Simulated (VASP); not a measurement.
# Tc (P6_3/mmc) in VASP: further runs

Tc is run at these levels: r2SCAN; tasks: single point.

Everything below comes from runs of VASP 6.6.1. Logs are shortened: lines on timing, memory, paths and dates and some standing lists are left out, and cuts for length are marked.

## (1) The cell of the first run

It takes space group P6_3/mmc (No. 194, hexagonal). Conventional cell: a = 2.749 Å, b = 2.749 Å, c = 4.401 Å, α = 90.00°, β = 90.00°, γ = 120.00°. Within 3.6 Å of Tc (site symmetry -6m2) lie 12 Tc at 2.71 to 2.75 Å.

## (2) Single point, r2SCAN

Input file POSCAR:

```
Tc
1.0
    2.7489814129      0.0000000000      0.0000000000
   -1.3744907065      2.3806877381      0.0000000000
    0.0000000000      0.0000000000      4.4008709859
Tc
2
Direct
    0.3333333333      0.6666666667      0.2500000000
    0.6666666667      0.3333333333      0.7500000000
```

Input file INCAR.step1:

```
SYSTEM = Tc
PREC = Accurate
ENCUT = 520
ISMEAR = 0
SIGMA = 0.05
LREAL = .FALSE.
LASPH = .TRUE.
NELM = 60
NBANDS = 20
GGA = PE
ALGO = Normal
EDIFF = 1E-4
LWAVE = .TRUE.
LCHARG = .FALSE.
```

Input file INCAR.step2:

```
SYSTEM = Tc
PREC = Accurate
ENCUT = 520
EDIFF = 1E-7
ISMEAR = 0
SIGMA = 0.05
LREAL = .FALSE.
LASPH = .TRUE.
NELM = 60
ALGO = Normal
ISIF = 2
LWAVE = .FALSE.
LCHARG = .FALSE.
METAGGA = R2SCAN
LMIXTAU = .TRUE.
NBANDS = 20
ISTART = 1
```

Input file KPOINTS:

```
regular mesh
0
G
  18 18 10
  0 0 0
```

Potentials or basis: VASP PAW PBE potentials, release 64 (Tc_pv).

Launch:

```console
cat potpaw_PBE.64/Tc_pv/POTCAR > POTCAR
cp INCAR.step1 INCAR
mpirun -np 1 vasp_std > vasp.out
cp INCAR.step2 INCAR
mpirun -np 1 vasp_std > vasp.out
```

OUTCAR:

```text
SYSTEM = Tc
   PREC = Accurate
   ENCUT = 520
   EDIFF = 1E-7
   ISMEAR = 0
   LREAL = .FALSE.
   LASPH = .TRUE.
   NELM = 60
   ISIF = 2
   METAGGA = R2SCAN
   ISTART = 1

 ion  position               nearest neighbor table
   1  0.333  0.667  0.250-   2 2.71   2 2.71   2 2.71   2 2.71   2 2.71   2 2.71
   2  0.667  0.333  0.750-   1 2.71   1 2.71   1 2.71   1 2.71   1 2.71   1 2.71

  LATTYP: Found a hexagonal cell.
 ALAT       =     2.7489814129
 C/A-ratio  =     1.6009096916

  Lattice vectors:

 A1 = (   2.7489814129,   0.0000000000,   0.0000000000)
 A2 = (  -1.3744907065,   2.3806877381,   0.0000000000)
 A3 = (   0.0000000000,   0.0000000000,   4.4008709859)

Analysis of symmetry for initial positions (statically):
=====================================================================
 Subroutine PRICEL returns:
 Original cell was already a primitive cell.

 Routine SETGRP: Setting up the symmetry group for a
 hexagonal supercell.

 Subroutine GETGRP returns: Found 24 space group operations
 (whereof 12 operations were pure point group operations)
 out of a pool of 24 trial point group operations.

The static configuration has the point symmetry D_3d.
 The point group associated with its full space group is D_6h.

Analysis of symmetry for dynamics (positions and initial velocities):
=====================================================================
 Subroutine PRICEL returns:
 Original cell was already a primitive cell.

 Routine SETGRP: Setting up the symmetry group for a
 hexagonal supercell.

 Subroutine GETGRP returns: Found 24 space group operations
 (whereof 12 operations were pure point group operations)
 out of a pool of 24 trial point group operations.

The dynamic configuration has the point symmetry D_3d.
 The point group associated with its full space group is D_6h.

 Subroutine INISYM returns: Found 24 space group operations
 (whereof 12 operations are pure point group operations),
 and found     1 'primitive' translations

----------------------------------------------------------------------------------------

                                     Primitive cell

  volume of cell :      28.8014

  direct lattice vectors                    reciprocal lattice vectors
     2.748981413  0.000000000  0.000000000     0.363771103  0.210023344  0.000000000
    -1.374490707  2.380687738  0.000000000     0.000000000  0.420046688  0.000000000
     0.000000000  0.000000000  4.400870986     0.000000000  0.000000000  0.227227747

  length of vectors
     2.748981413  2.748981413  4.400870986     0.420046688  0.420046688  0.227227747

  position of ions in fractional coordinates (direct lattice)
     0.333333333  0.666666667  0.250000000
     0.666666667  0.333333333  0.750000000

  ion indices of the primitive-cell ions
   primitive index   ion index
                 1           1
                 2           2

----------------------------------------------------------------------------------------

 KPOINTS: regular mesh

Automatic generation of k-mesh.
 Grid dimensions read from file:
 generate k-points for:   18   18   10

 Generating k-lattice:

  Cartesian coordinates                     Fractional coordinates (reciprocal lattice)
     0.020209506  0.011667964  0.000000000     0.055555556  0.000000000  0.000000000
     0.000000000  0.023335927  0.000000000     0.000000000  0.055555556  0.000000000
     0.000000000  0.000000000  0.022722775     0.000000000  0.000000000  0.100000000

  Length of vectors
     0.023335927  0.023335927  0.022722775

  Shift w.r.t. Gamma in fractional coordinates (k-lattice)
     0.000000000  0.000000000  0.000000000

 Subroutine IBZKPT returns following result:
 ===========================================

 Found    222 irreducible k-points:

 Following reciprocal coordinates:
            Coordinates               Weight
  0.000000  0.000000  0.000000      1.000000
  0.055556  0.000000  0.000000      6.000000
  0.111111  0.000000  0.000000      6.000000
  0.166667  0.000000  0.000000      6.000000
  0.222222  0.000000  0.000000      6.000000
  0.277778  0.000000  0.000000      6.000000
[... 16 lines left out ...]
  0.333333  0.111111  0.000000     12.000000
  0.388889  0.111111  0.000000     12.000000
 [... further k-points ...]
   k-points           NKPTS =    222   k-points in BZ     NKDIM =    222   number of bands    NBANDS=     20
   number of dos      NEDOS =    301   number of ions     NIONS =      2
   total plane-waves  NPLWV =  14400
   dimension x,y,z NGX =    20 NGY =   20 NGZ =   36
   dimension x,y,z NGXF=    40 NGYF=   40 NGZF=   72
   ions per type =               2
   NGX,Y,Z   is equivalent  to a cutoff of  12.10, 12.10, 13.60 a.u.
   NGXF,Y,Z  is equivalent  to a cutoff of  24.19, 24.19, 27.20 a.u.
 SYSTEM =  Tc
   PREC   = accura    normal or accurate (medium, high low for compatibility)
   ISTART =      1    job   : 0-new  1-cont  2-samecut
   ICHARG =      0    charge: 1-file 2-atom 10-const
   ISPIN  =      1    spin polarized calculation?
   LNONCOLLINEAR =      F non collinear calculations
   LSORBIT =      F    spin-orbit coupling
   LASPH  =      T    aspherical Exc in radial PAW
   ENCUT  =  520.0 eV  38.22 Ry    6.18 a.u.   5.11  5.11  8.18*2*pi/ulx,y,z
   NELM   =     60;   NELMIN=  2; NELMDL=  0     # of ELM steps
   EDIFF  = 0.1E-06   stopping-criterion for ELM
   LREAL  =      F    real-space projection
   EDIFFG = 0.1E-05   stopping-criterion for IOM
   NSW    =      0    number of steps for IOM
   IBRION =     -1    ionic relax: 0-MD 1-quasi-New 2-CG
   NFREE  =      0    steps in history (QN), initial steepest desc. (CG)
   ISIF   =      2    stress and relaxation
   ISYM   =      2    0-nonsym 1-usesym 2-fastsym
   POTIM  = 0.5000    time-step for ionic-motion
   TEBEG  =    0.0;   TEEND  =   0.0 temperature during run
   PSTRESS=    0.0 pullay stress
   NELECT =      26.0000    total number of electrons
   NUPDOWN=      -1.0000    fix difference up-down
   EMIN   =  10.00;   EMAX   =-10.00  energy-range for DOS
   EFERMI =   0.00;   METHOD = LEGACY
   ISMEAR =     0;   SIGMA  =   0.05  broadening in eV -4-tet -1-fermi 0-gaus
   EFERMI_NEDOS =   21; number of points for ismear=-14 and -15
   IALGO  =     38    algorithm
   IMIX   =      4    mixing-type and parameters
     AMIX     =   0.40;   BMIX     =  1.00
     AMIX_MAG =   1.60;   BMIX_MAG =  1.00
  volume/ion in A,a.u.               =      14.40        97.18
  Fermi-wavevector in a.u.,A,eV,Ry     =   1.582201  2.989926 34.060281  2.503360
  Thomas-Fermi vector in A             =   2.682160
   LORBIT       =      0    0 simple, 1 ext, 2 COOP (PROOUT), +10 PAW based schemes
   METAGGA = R2SCAN    functional components
   LHFCALC =     F    Hartree Fock is set to
   AEXX    =    0.0000 exact exchange contribution
   IVDW    =     0    specifies the selected vdW correction
   LEPSILON=     F    determine dielectric tensor
   LRPA    =     F    only Hartree local field effects (RPA)
 non-spin polarized calculation
 Gauss-broadening in eV      SIGMA  =   0.05
  energy-cutoff  :      520.00
  volume of cell :       28.80
 maximum number of plane-waves:       788
   NGX = 11   NGY = 11   NGZ = 17

 number of electron      25.9999996 magnetization

 Free energy of the ion-electron system (eV)
  ---------------------------------------------------
  ext. energy  EPLUGINS =         0.00000000
  ---------------------------------------------------
  free energy    TOTEN  =       -51.93376366 eV

  energy without entropy =      -51.93151164  energy(sigma->0) =      -51.93263765

 E-fermi :  12.4324     XC(G=0): -15.0734

 val. band max:       12.4302556808   @ k =   0.3333   0.2778   0.5000
 cond. band min:      12.4331324393   @ k =   0.2222   0.0000   0.0000
 fundamental gap:      0.0028767585
 Fermi energy:        12.4323728685

 k-point     1 :       0.0000    0.0000    0.0000
  band No.  band energies     occupation
      1     -28.3121      2.00000
      2     -27.1418      2.00000
      3     -27.1418      2.00000
      4     -26.9441      2.00000
      5     -26.9441      2.00000
      6     -26.8985      2.00000
[... 12 lines left out ...]
     19      24.0279      0.00000
     20      27.4008      0.00000

 k-point     2 :       0.0556    0.0000    0.0000
  band No.  band energies     occupation
      1     -28.2987      2.00000
      2     -27.1719      2.00000
      3     -27.1517      2.00000
      4     -26.9755      2.00000
      5     -26.9482      2.00000
      6     -26.9040      2.00000
[... 12 lines left out ...]
     19      24.0113      0.00000
     20      27.6417      0.00000

 k-point     3 :       0.1111    0.0000    0.0000
  band No.  band energies     occupation
      1     -28.2594      2.00000
      2     -27.2589      2.00000
      3     -27.1796      2.00000
      4     -27.0651      2.00000
      5     -26.9604      2.00000
      6     -26.9211      2.00000
[... 12 lines left out ...]
     19      23.9495      0.00000
     20      28.2860      0.00000

 k-point     4 :       0.1667    0.0000    0.0000
  band No.  band energies     occupation
      1     -28.1966      2.00000
      2     -27.3919      2.00000
      3     -27.2211      2.00000
      4     -27.1993      2.00000
      5     -26.9801      2.00000
      6     -26.9497      2.00000
[... 12 lines left out ...]
     19      23.8262      0.00000
     20      28.9622      0.00000

 k-point     5 :       0.2222    0.0000    0.0000
  band No.  band energies     occupation
      1     -28.1141      2.00000
      2     -27.5547      2.00000
      3     -27.3590      2.00000
      4     -27.2705      2.00000
      5     -27.0054      2.00000
      6     -26.9899      2.00000
[... 12 lines left out ...]
     19      23.6501      0.00000
     20      28.5446      0.00000
[... 353 lines left out ...]
      6     -27.0591      2.00000
[... 12 lines left out ...]
     19      23.5162      0.00000
     20      26.9195      0.00000

 k-point    22 :       0.2778    0.1111    0.0000
  band No.  band energies     occupation
      1     -27.8844      2.00000
      2     -27.8712      2.00000
      3     -27.7065      2.00000
      4     -27.3946      2.00000
      5     -27.1276      2.00000
      6     -27.1203      2.00000
[... 12 lines left out ...]
     19      23.5266      0.00000
     20      25.1374      0.00000

 k-point    23 :       0.3333    0.1111    0.0000
  band No.  band energies     occupation
      1     -27.9930      2.00000
      2     -27.7914      2.00000
      3     -27.7856      2.00000
      4     -27.4528      2.00000
      5     -27.1862      2.00000
      6     -27.1558      2.00000
[... 12 lines left out ...]
     19      24.2803      0.00000
     20      24.7009      0.00000

 k-point    24 :       0.3889    0.1111    0.0000
  band No.  band energies     occupation
      1     -28.0719      2.00000
      2     -27.8465      2.00000
      3     -27.7055      2.00000
      4     -27.4903      2.00000
      5     -27.2448      2.00000
      6     -27.1742      2.00000
[... 12 lines left out ...]
     19      24.5505      0.00000
     20      25.2895      0.00000

 [... further k-points ...]

------------------------ aborting loop because EDIFF is reached ----------------------------------------

  FORCE on cell =-STRESS in cart. coord.  units (eV):
  Direction    XX          YY          ZZ          XY          YZ          ZX
  --------------------------------------------------------------------------------------
  -------------------------------------------------------------------------------------
  Total       -0.7132935     -0.7132935     -0.7121157      0.0000000      0.0000000      0.0000000
  in kB      -39.6794817    -39.6794817    -39.6139624      0.0000000      0.0000000      0.0000000
  external PRESSURE =     -39.6576419 kB  Pullay stress =       0.0000000 kB

 VOLUME and BASIS-vectors are now :
 -----------------------------------------------------------------------------
  energy-cutoff  :      520.00
  volume of cell :       28.80
      direct lattice vectors                 reciprocal lattice vectors
     2.748981413  0.000000000  0.000000000     0.363771103  0.210023344  0.000000000
    -1.374490707  2.380687738  0.000000000     0.000000000  0.420046688  0.000000000
     0.000000000  0.000000000  4.400870986     0.000000000  0.000000000  0.227227747

 POSITION                                       TOTAL-FORCE (eV/Angst)
 -----------------------------------------------------------------------------------
     -0.00000      1.58713      1.10022        -0.000000      0.000000      0.000000
      1.37449      0.79356      3.30065         0.000000     -0.000000      0.000000
 -----------------------------------------------------------------------------------
    total drift:                               -0.000000      0.000000     -0.000000

  FREE ENERGIE OF THE ION-ELECTRON SYSTEM (eV)
  ---------------------------------------------------
  free  energy   TOTEN  =       -51.9337636637 eV

  energy  without entropy=      -51.9315116443  energy(sigma->0) =      -51.93263765
```

It took 3.3 min on 1 thread of Intel Xeon 6975P-C (Granite Rapids), shared host; peak memory 0.22 GiB.

What came out:

- Free energy: -51.9338 eV
- Pressure: -4.0 GPa
- Band gap on the k mesh: zero (bands 13 and 14 overlap by 3.52 eV)

Levels at points of the mesh, in eV from the Fermi level:
| k point | band 9 | band 10 | band 11 | band 12 | band 13 | band 14 | band 15 | band 16 | band 17 | band 18 |
| --- | --- | --- | --- | --- | --- | --- | --- | --- | --- | --- |
| (0.00, 0.00, 0.00) | -1.55 | -1.55 | -1.48 | -0.81 | -0.81 | -0.09 | -0.09 | 1.69 | 2.68 | 2.68 |
| (0.50, 0.00, 0.00) | -4.77 | -1.92 | -1.15 | -1.01 | -0.48 | 3.05 | 3.48 | 3.50 | 5.49 | 7.39 |
| (0.00, 0.00, 0.50) | -1.94 | -1.94 | -1.70 | -1.70 | -1.70 | -1.70 | 1.98 | 1.98 | 1.98 | 1.98 |
| (0.50, 0.00, 0.50) | -3.80 | -3.80 | 0.19 | 0.19 | 1.46 | 1.46 | 3.32 | 3.32 | 4.52 | 4.52 |

Caveat: the cell stands under tension; the PAW data sets were made with another functional, which shifts forces and pressure a little.

## (3) Single point, r2SCAN (14.48 Å³/atom)

This run uses another cell than the first one, of 14.48 Å³/atom.

Input file POSCAR:

```
Tc
1.0
    2.7546453438      0.0000000000      0.0000000000
   -1.3773226719      2.3855928462      0.0000000000
    0.0000000000      0.0000000000      4.4070404204
Tc
2
Direct
    0.3333333333      0.6666666667      0.2500000000
    0.6666666667      0.3333333333      0.7500000000
```

Input file INCAR.step1:

```
SYSTEM = Tc
PREC = Accurate
ENCUT = 520
ISMEAR = 0
SIGMA = 0.05
LREAL = .False.
LASPH = .True.
NELM = 100
NBANDS = 20
GGA = PE
ALGO = Normal
EDIFF = 1E-4
LWAVE = .True.
LCHARG = .False.
```

Input file INCAR.step2:

```
SYSTEM = Tc
PREC = Accurate
ENCUT = 520
EDIFF = 1E-6
ISMEAR = 0
SIGMA = 0.05
LREAL = .False.
LASPH = .True.
NELM = 100
ALGO = Normal
ISIF = 2
LWAVE = .False.
LCHARG = .False.
METAGGA = R2SCAN
LMIXTAU = .True.
NBANDS = 20
ISTART = 1
```

Input file KPOINTS:

```
regular mesh
0
Gamma
  18 18 10
  0 0 0
```

Potentials or basis: VASP PAW PBE potentials, release 64 (Tc_pv).

Launch:

```console
cat potpaw_PBE.64/Tc_pv/POTCAR > POTCAR
cp INCAR.step1 INCAR
mpirun -np 1 vasp_std > vasp.out
cp INCAR.step2 INCAR
mpirun -np 1 vasp_std > vasp.out
```

Wall time 2.4 min (1 thread of Intel Xeon 6975P-C (Granite Rapids), shared host); peak memory 0.22 GiB.

The run converged. Its results:

| Quantity | Value |
| --- | --- |
| Free energy | -51.9293 eV |
| Pressure | -5.6 GPa |
| Band gap on the k mesh | zero (bands 13 and 14 overlap by 3.50 eV) |

Stress tensor (GPa, compression positive):
```
-5.68  0.00  0.00
 0.00 -5.68  0.00
 0.00  0.00 -5.50
```

Levels at points of the mesh, in eV from the Fermi level:
| k point | band 11 | band 12 | band 13 | band 14 | band 15 | band 16 |
| --- | --- | --- | --- | --- | --- | --- |
| (0.00, 0.00, 0.00) | -1.46 | -0.80 | -0.80 | -0.10 | -0.10 | 1.68 |
| (0.50, 0.00, 0.00) | -1.14 | -1.01 | -0.47 | 3.02 | 3.46 | 3.47 |
| (0.00, 0.00, 0.50) | -1.68 | -1.68 | -1.68 | -1.68 | 1.96 | 1.96 |
| (0.50, 0.00, 0.50) | 0.18 | 0.18 | 1.44 | 1.44 | 3.29 | 3.29 |

Caveat: the cell stands under tension; the PAW data sets were made with another functional, which shifts forces and pressure a little.

## (4) Single point, r2SCAN (14.76 Å³/atom)

This run uses another cell than the first one, of 14.76 Å³/atom.

Input file POSCAR:

```
Tc
1.0
    2.7725331525      0.0000000000      0.0000000000
   -1.3862665762      2.4010841429      0.0000000000
    0.0000000000      0.0000000000      4.4356583679
Tc
2
Direct
    0.3333333333      0.6666666667      0.2500000000
    0.6666666667      0.3333333333      0.7500000000
```

Input file INCAR.step1:

```
PREC = Accurate
ENCUT = 520
ISMEAR = 0
SIGMA = 0.05
LREAL = False
LASPH = True
NELM = 100
NBANDS = 20
GGA = PE
ALGO = Normal
EDIFF = 1E-4
LWAVE = True
LCHARG = False
```

Input file INCAR.step2:

```
PREC = Accurate
ENCUT = 520
EDIFF = 1E-7
ISMEAR = 0
SIGMA = 0.05
LREAL = False
LASPH = True
NELM = 100
ALGO = Normal
ISIF = 2
LWAVE = False
LCHARG = False
METAGGA = R2SCAN
LMIXTAU = True
NBANDS = 20
ISTART = 1
```

Input file KPOINTS:

```
Automatic mesh
0
Gamma
  18 18 10
```

Launch:

```console
cat potpaw_PBE.64/Tc_pv/POTCAR > POTCAR
cp INCAR.step1 INCAR
mpirun -np 1 vasp_std > vasp.out
cp INCAR.step2 INCAR
mpirun -np 1 vasp_std > vasp.out
```

Run time: 2.5 min. Hardware: 1 thread of Intel Xeon 6975P-C (Granite Rapids), shared host; peak memory 0.24 GiB.

The run converged. Its results:

* Free energy: -51.9005 eV
* Pressure: -11.1 GPa
* Band gap on the k mesh: zero (bands 13 and 14 overlap by 3.40 eV)

Stress tensor (GPa, compression positive):
```
-11.18   0.00   0.00
  0.00 -11.18   0.00
  0.00   0.00 -11.07
```

Levels at points of the mesh, in eV from the Fermi level:
```csv
k point,band 9,band 10,band 11,band 12,band 13,band 14,band 15,band 16,band 17,band 18
"(0.00, 0.00, 0.00)",-1.49,-1.49,-1.41,-0.78,-0.78,-0.09,-0.09,1.63,2.59,2.59
"(0.50, 0.00, 0.00)",-4.65,-1.85,-1.12,-1.01,-0.47,2.94,3.36,3.36,5.30,7.16
"(0.00, 0.00, 0.50)",-1.89,-1.89,-1.63,-1.63,-1.63,-1.63,1.91,1.91,1.91,1.91
"(0.50, 0.00, 0.50)",-3.66,-3.66,0.18,0.18,1.40,1.40,3.19,3.19,4.37,4.37
```

Caveat: the cell stands under tension; the PAW data sets were made with another functional, which shifts forces and pressure a little.

## (5) The runs side by side

| cell | gap on the mesh (eV) | pressure (GPa) |
| --- | --- | --- |
| a = 2.749, b = 2.749, c = 4.401 Å, angles 90.0, 90.0, 120.0°, 2 atoms | none | -4.0 |
| a = 2.755, b = 2.755, c = 4.407 Å, angles 90.0, 90.0, 120.0°, 2 atoms | none | -5.6 |
| a = 2.773, b = 2.773, c = 4.436 Å, angles 90.0, 90.0, 120.0°, 2 atoms | none | -11.1 |

Alike in all rows: task single point; level r2SCAN; potentials or basis VASP PAW PBE potentials, release 64 (Tc_pv); no spin polarisation; k mesh 18 × 18 × 10; cutoff (eV) 520; smearing gaussian 0.05 eV.

Caveats: the cell stands under tension; the PAW data sets were made with another functional, which shifts forces and pressure a little.

Total energies depend on the potentials used, so only differences within one code and one set of settings carry meaning.
